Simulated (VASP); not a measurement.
# Ni (Fmmm) in VASP: single point with LDA

Aim: the single point of Ni with LDA.

All numbers are computed with VASP 6.6.1; they aren't measurements. Logs are shortened: lines on timing, memory, paths and dates and some standing lists are left out, and cuts for length are marked.

**1. The cell of the first run**

The structure is orthorhombic, space group Fmmm (No. 69). The conventional cell has a = 3.167 Å, b = 3.364 Å, c = 3.741 Å, α = 90.00°, β = 90.00°, γ = 90.00°. Ni (site symmetry mmm) has 14 Ni at 2.31 to 3.17 Å within 3.2 Å.

**2. Single point, LDA, collinear spin, ferromagnetic start**

INCAR

```
ALGO = Normal ; EDIFF = 1E-6
ENCUT = 520 ; GGA = CA
ISIF = 2 ; ISMEAR = 0
ISPIN = 2 ; LASPH = True
LCHARG = False ; LMAXMIX = 4
LORBIT = 11 ; LREAL = False
LWAVE = False ; MAGMOM = 0.7
NBANDS = 15 ; NELM = 150
PREC = Accurate ; SIGMA = 0.15
```

KPOINTS

```
k-points
0
Gamma
  22 22 22
```

POSCAR

```
Ni
1.0
    0.0000000000      1.8704976897      1.5837165794
    1.6821638262      0.0000000000      1.5837165794
    1.6821638262      1.8704976897      0.0000000000
Ni
1
Direct
    0.0000000000      0.0000000000      0.0000000000
```

Potentials or basis: VASP PAW LDA potentials, release 64 (Ni).

On the command line:

```console
$ cat potpaw_LDA.64/Ni/POTCAR > POTCAR
$ mpirun -np 1 vasp_std > vasp.out
```

OUTCAR:

```text
EDIFF = 1E-6
   ENCUT = 520
   GGA = CA
   ISIF = 2
   ISMEAR = 0
   ISPIN = 2
   LASPH = True
   LORBIT = 11
   LREAL = False
   NELM = 150
   PREC = Accurate

 ion  position               nearest neighbor table
   1  0.000  0.000  0.000-

  LATTYP: Found a face centered orthorhombic cell.
 ALAT       =     3.1674331588
 B/A-ratio  =     1.0621621621
 C/A-ratio  =     1.1810810811

  Lattice vectors:

 A1 = (   1.6821638262,   1.8704976897,   0.0000000000)
 A2 = (   0.0000000000,   1.8704976897,   1.5837165794)
 A3 = (   1.6821638262,   0.0000000000,   1.5837165794)

Analysis of symmetry for initial positions (statically):
=====================================================================
 Subroutine PRICEL returns:
 Original cell was already a primitive cell.

 Routine SETGRP: Setting up the symmetry group for a
 face centered orthorhombic supercell.

 Subroutine GETGRP returns: Found  8 space group operations
 (whereof  8 operations were pure point group operations)
 out of a pool of  8 trial point group operations.

The static configuration has the point symmetry D_2h.

Analysis of symmetry for dynamics (positions and initial velocities):
=====================================================================
 Subroutine PRICEL returns:
 Original cell was already a primitive cell.

 Routine SETGRP: Setting up the symmetry group for a
 face centered orthorhombic supercell.

 Subroutine GETGRP returns: Found  8 space group operations
 (whereof  8 operations were pure point group operations)
 out of a pool of  8 trial point group operations.

The dynamic configuration has the point symmetry D_2h.

Analysis of structural, dynamic, and magnetic symmetry:
=====================================================================
 Subroutine PRICEL returns:
 Original cell was already a primitive cell.

 Routine SETGRP: Setting up the symmetry group for a
 face centered orthorhombic supercell.

 Subroutine GETGRP returns: Found  8 space group operations
 (whereof  8 operations were pure point group operations)
 out of a pool of  8 trial point group operations.

The overall configuration has the point symmetry D_2h.

 Subroutine INISYM returns: Found  8 space group operations
 (whereof  8 operations are pure point group operations),
 and found     1 'primitive' translations

----------------------------------------------------------------------------------------

                                     Primitive cell

  volume of cell :       9.9663

  direct lattice vectors                    reciprocal lattice vectors
     0.000000000  1.870497690  1.583716579    -0.297236210  0.267308537  0.315713055
     1.682163826  0.000000000  1.583716579     0.297236210 -0.267308537  0.315713055
     1.682163826  1.870497690  0.000000000     0.297236210  0.267308537 -0.315713055

  length of vectors
     2.450901836  2.310375152  2.515638437     0.509389783  0.509389783  0.509389783

  position of ions in fractional coordinates (direct lattice)
     0.000000000  0.000000000  0.000000000

  ion indices of the primitive-cell ions
   primitive index   ion index
                 1           1

----------------------------------------------------------------------------------------

 KPOINTS: k-points

Automatic generation of k-mesh.
 Grid dimensions read from file:
 generate k-points for:   22   22   22

 Generating k-lattice:

  Cartesian coordinates                     Fractional coordinates (reciprocal lattice)
    -0.013510737  0.012150388  0.014350593     0.045454545  0.000000000  0.000000000
     0.013510737 -0.012150388  0.014350593    -0.000000000  0.045454545 -0.000000000
     0.013510737  0.012150388 -0.014350593     0.000000000  0.000000000  0.045454545

  Length of vectors
     0.023154081  0.023154081  0.023154081

  Shift w.r.t. Gamma in fractional coordinates (k-lattice)
     0.000000000  0.000000000  0.000000000

 Subroutine IBZKPT returns following result:
 ===========================================

 Found   1530 irreducible k-points:

 Following reciprocal coordinates:
            Coordinates               Weight
  0.000000  0.000000  0.000000      1.000000
  0.045455 -0.000000 -0.000000      8.000000
  0.090909 -0.000000 -0.000000      8.000000
  0.136364  0.000000 -0.000000      8.000000
  0.181818 -0.000000  0.000000      8.000000
  0.227273 -0.000000 -0.000000      8.000000
[... 16 lines left out ...]
  0.500000  0.045455  0.000000      8.000000
 -0.454545  0.045455  0.000000      8.000000
 [... further k-points ...]
   k-points           NKPTS =   1530   k-points in BZ     NKDIM =   1530   number of bands    NBANDS=     15
   number of dos      NEDOS =    301   number of ions     NIONS =      1
   total plane-waves  NPLWV =   6480
   dimension x,y,z NGX =    18 NGY =   18 NGZ =   20
   dimension x,y,z NGXF=    36 NGYF=   36 NGZF=   40
   ions per type =               1
   NGX,Y,Z   is equivalent  to a cutoff of  12.21, 12.95, 13.22 a.u.
   NGXF,Y,Z  is equivalent  to a cutoff of  24.42, 25.90, 26.43 a.u.
 SYSTEM =  unknown system
   PREC   = accura    normal or accurate (medium, high low for compatibility)
   ISTART =      0    job   : 0-new  1-cont  2-samecut
   ICHARG =      2    charge: 1-file 2-atom 10-const
   ISPIN  =      2    spin polarized calculation?
   LNONCOLLINEAR =      F non collinear calculations
   LSORBIT =      F    spin-orbit coupling
   LASPH  =      T    aspherical Exc in radial PAW
   ENCUT  =  520.0 eV  38.22 Ry    6.18 a.u.   4.56  4.30  4.68*2*pi/ulx,y,z
   NELM   =    150;   NELMIN=  2; NELMDL= -5     # of ELM steps
   EDIFF  = 0.1E-05   stopping-criterion for ELM
   LREAL  =      F    real-space projection
   EDIFFG = 0.1E-04   stopping-criterion for IOM
   NSW    =      0    number of steps for IOM
   IBRION =     -1    ionic relax: 0-MD 1-quasi-New 2-CG
   NFREE  =      0    steps in history (QN), initial steepest desc. (CG)
   ISIF   =      2    stress and relaxation
   ISYM   =      2    0-nonsym 1-usesym 2-fastsym
   POTIM  = 0.5000    time-step for ionic-motion
   TEBEG  =    0.0;   TEEND  =   0.0 temperature during run
   PSTRESS=    0.0 pullay stress
   NELECT =      10.0000    total number of electrons
   NUPDOWN=      -1.0000    fix difference up-down
   EMIN   =  10.00;   EMAX   =-10.00  energy-range for DOS
   EFERMI =   0.00;   METHOD = LEGACY
   ISMEAR =     0;   SIGMA  =   0.15  broadening in eV -4-tet -1-fermi 0-gaus
   EFERMI_NEDOS =   21; number of points for ismear=-14 and -15
   IALGO  =     38    algorithm
   IMIX   =      4    mixing-type and parameters
     AMIX     =   0.40;   BMIX     =  1.00
     AMIX_MAG =   1.60;   BMIX_MAG =  1.00
  volume/ion in A,a.u.               =       9.97        67.26
  Fermi-wavevector in a.u.,A,eV,Ry     =   1.638943  3.097153 36.547075  2.686134
  Thomas-Fermi vector in A             =   2.729831
   LORBIT       =     11    0 simple, 1 ext, 2 COOP (PROOUT), +10 PAW based schemes
   GGA     = CA    functional components
   LHFCALC =     F    Hartree Fock is set to
   AEXX    =    0.0000 exact exchange contribution
   IVDW    =     0    specifies the selected vdW correction
   LEPSILON=     F    determine dielectric tensor
   LRPA    =     F    only Hartree local field effects (RPA)
 spin polarized calculation
 Gauss-broadening in eV      SIGMA  =   0.15
  energy-cutoff  :      520.00
  volume of cell :        9.97
 maximum number of plane-waves:       279
   NGX =  9   NGY =  9   NGZ =  9

 number of electron      10.0000000 magnetization       0.5130694

 Free energy of the ion-electron system (eV)
  ---------------------------------------------------
  ext. energy  EPLUGINS =         0.00000000
  ---------------------------------------------------
  free energy    TOTEN  =        -6.52278234 eV

  energy without entropy =       -6.50120685  energy(sigma->0) =       -6.51199460

 E-fermi :  10.2940     XC(G=0): -14.1360

 val. band max:       10.2933915120   @ k =  -0.3636   0.2727   0.0455
 cond. band min:      10.2941332020   @ k =   0.0909  -0.3636   0.0455
 fundamental gap:      0.0007416900
 Fermi energy:        10.2940120000

 spin component 1

 k-point     1 :       0.0000    0.0000    0.0000
  band No.  band energies     occupation
      1       0.7358      1.00000
      2       7.1856      1.00000
      3       8.0565      1.00000
      4       8.3901      1.00000
      5       8.4804      1.00000
      6       9.5792      1.00000
      7      35.3001      0.00000
      8      37.9575      0.00000
      9      39.5831      0.00000
     10      40.5834      0.00000
     11      42.4300      0.00000
     12      42.8481      0.00000
     13      43.5755      0.00000
     14      44.1014      0.00000
     15      45.7111      0.00000

 k-point     2 :       0.0455   -0.0000   -0.0000
  band No.  band energies     occupation
      1       0.8232      1.00000
      2       7.2011      1.00000
      3       8.0564      1.00000
      4       8.3867      1.00000
      5       8.4829      1.00000
      6       9.5623      1.00000
      7      35.0698      0.00000
      8      37.5216      0.00000
      9      38.9698      0.00000
     10      40.0677      0.00000
     11      42.4359      0.00000
     12      42.9780      0.00000
     13      43.8082      0.00000
     14      45.0627      0.00000
     15      46.3383      0.00000
[... 365 lines left out ...]
      3       8.2609      1.00000
      4       9.2102      1.00000
      5      10.0570      0.98728
      6      10.6310      0.00074
      7      16.9132      0.00000
      8      30.9284      0.00000
      9      35.3150      0.00000
     10      37.4126      0.00000
     11      39.1674      0.00000
     12      42.2674      0.00000
     13      48.2058      0.00000
     14      54.9822      0.00000
     15      56.7252      0.00000

 k-point    24 :      -0.4545    0.0455    0.0000
  band No.  band energies     occupation
      1       5.1328      1.00000
      2       7.3320      1.00000
      3       8.2556      1.00000
      4       9.1988      1.00000
      5      10.0112      0.99617
      6      10.4744      0.04453
      7      17.2064      0.00000
      8      31.0417      0.00000
      9      35.6832      0.00000
     10      37.0674      0.00000
     11      38.7126      0.00000
     12      42.4223      0.00000
     13      48.5635      0.00000
     14      55.9492      0.00000
     15      56.5560      0.00000

 [... further k-points ...]

 spin component 2

 k-point     1 :       0.0000    0.0000    0.0000
  band No.  band energies     occupation
      1       0.7802      1.00000
      2       7.6938      1.00000
      3       8.5895      1.00000
      4       8.9058      1.00000
      5       8.9600      1.00000
      6      10.0745      0.98077
      7      35.2963      0.00000
      8      37.9537      0.00000
      9      39.6370      0.00000
     10      40.6648      0.00000
     11      42.5410      0.00000
     12      42.9925      0.00000
     13      43.7615      0.00000
     14      44.1204      0.00000
     15      45.8999      0.00000

 k-point     2 :       0.0455   -0.0000   -0.0000
  band No.  band energies     occupation
      1       0.8677      1.00000
      2       7.7092      1.00000
      3       8.5887      1.00000
      4       8.9015      1.00000
      5       8.9631      1.00000
      6      10.0569      0.98730
      7      35.0799      0.00000
      8      37.5332      0.00000
      9      39.0328      0.00000
     10      40.1524      0.00000
     11      42.5422      0.00000
     12      43.1008      0.00000
     13      43.9431      0.00000
     14      45.1486      0.00000
     15      46.4944      0.00000
[... 365 lines left out ...]
      3       8.7139      1.00000
      4       9.5388      1.00000
      5      10.6111      0.00139
      6      10.9185      0.00000
      7      17.2381      0.00000
      8      30.9783      0.00000
      9      35.3944      0.00000
     10      37.5386      0.00000
     11      39.2711      0.00000
     12      42.3707      0.00000
     13      48.3570      0.00000
     14      55.3288      0.00000
     15      57.6295      0.00000

 k-point    24 :      -0.4545    0.0455    0.0000
  band No.  band energies     occupation
      1       5.4485      1.00000
      2       7.7998      1.00000
      3       8.7023      1.00000
      4       9.5129      1.00000
      5      10.5660      0.00516
      6      10.8019      0.00000
      7      17.5175      0.00000
      8      31.0894      0.00000
      9      35.7602      0.00000
     10      37.1918      0.00000
     11      38.8252      0.00000
     12      42.5288      0.00000
     13      48.7103      0.00000
     14      56.6334      0.00000
     15      57.0181      0.00000

 [... further k-points ...]
[... 5 lines left out ...]
  --------------------------------------------------------------------------------------
  -------------------------------------------------------------------------------------
  Total        0.6241090     -0.7382803      0.7259377      0.0000000      0.0000000      0.0000000
  in kB      100.3316802   -118.6858434    116.7016505      0.0000000      0.0000000      0.0000000
  external PRESSURE =      32.7824958 kB  Pullay stress =       0.0000000 kB

 VOLUME and BASIS-vectors are now :
 -----------------------------------------------------------------------------
  energy-cutoff  :      520.00
  volume of cell :        9.97
      direct lattice vectors                 reciprocal lattice vectors
     0.000000000  1.870497690  1.583716579    -0.297236210  0.267308537  0.315713055
     1.682163826  0.000000000  1.583716579     0.297236210 -0.267308537  0.315713055
     1.682163826  1.870497690  0.000000000     0.297236210  0.267308537 -0.315713055

 POSITION                                       TOTAL-FORCE (eV/Angst)
 -----------------------------------------------------------------------------------
      0.00000      0.00000      0.00000        -0.000000      0.000000      0.000000
 -----------------------------------------------------------------------------------
    total drift:                                0.000000      0.000000      0.000000

  FREE ENERGIE OF THE ION-ELECTRON SYSTEM (eV)
  ---------------------------------------------------
  free  energy   TOTEN  =        -6.5227823424 eV

  energy  without entropy=       -6.5012068490  energy(sigma->0) =       -6.51199460

 total charge

# of ion       s       p       d       tot
------------------------------------------
    1        0.538   0.576   8.383   9.497

 magnetization (x)

# of ion       s       p       d       tot
------------------------------------------
    1       -0.004  -0.015   0.531   0.513
```

It took 4.3 min on 1 thread of Intel Xeon 6975P-C (Granite Rapids), shared host; peak memory 0.42 GiB.

What came out:

| Quantity | Value |
| --- | --- |
| Free energy | -6.5228 eV |
| Pressure | 3.3 GPa |
| Net moment | 0.51 μB per cell |
| Site moments | Ni +0.51 μB |
| Valence electrons inside the program's atomic spheres | Ni 9.50 |

Levels at points of the mesh, in eV from the Fermi level:
Spin up:
| k point | band 2 | band 3 | band 4 | band 5 | band 6 | band 7 | band 8 | band 9 |
| --- | --- | --- | --- | --- | --- | --- | --- | --- |
| (0.00, 0.00, 0.00) | -3.11 | -2.24 | -1.90 | -1.81 | -0.71 | 25.01 | 27.66 | 29.29 |
| (0.50, 0.00, 0.00) | -3.01 | -1.96 | -0.56 | -0.29 | -0.21 | 6.58 | 20.78 | 25.82 |
| (0.50, 0.50, 0.00) | -4.54 | -0.50 | -0.41 | 0.12 | 4.64 | 12.34 | 13.88 | 13.89 |
| (0.50, 0.00, 0.50) | -4.47 | -0.32 | -0.30 | -0.16 | 0.55 | 7.75 | 18.07 | 18.29 |
| (0.00, 0.50, 0.50) | -4.36 | -0.62 | -0.50 | 0.18 | 2.96 | 10.58 | 15.50 | 15.72 |
Spin down:
```
           k point  band 1  band 2  band 3  band 4  band 5  band 6  band 7  band 8  band 9  band 10
(0.00, 0.00, 0.00)   -9.51   -2.60   -1.70   -1.39   -1.33   -0.22   25.00   27.66   29.34    30.37
(0.50, 0.00, 0.00)   -4.88   -2.54   -1.49   -0.26   -0.01    0.35    6.91   20.82   25.89    26.84
(0.50, 0.50, 0.00)   -4.72   -4.13    0.10    0.11    0.73    4.70   12.57   13.94   13.98    19.74
(0.50, 0.00, 0.50)   -4.90   -4.02    0.21    0.25    0.44    0.59    8.03   18.13   18.37    23.38
(0.00, 0.50, 0.50)   -4.78   -3.92   -0.06    0.00    0.79    3.01   10.83   15.55   15.82    21.16
```

Caveat: the cell differs from its parent crystal (strain +e along x and -e along y -0.0550, strain +e along z and -e/2 along x and y -0.0750); the stress differs along the axes, from -12 to 12 GPa.
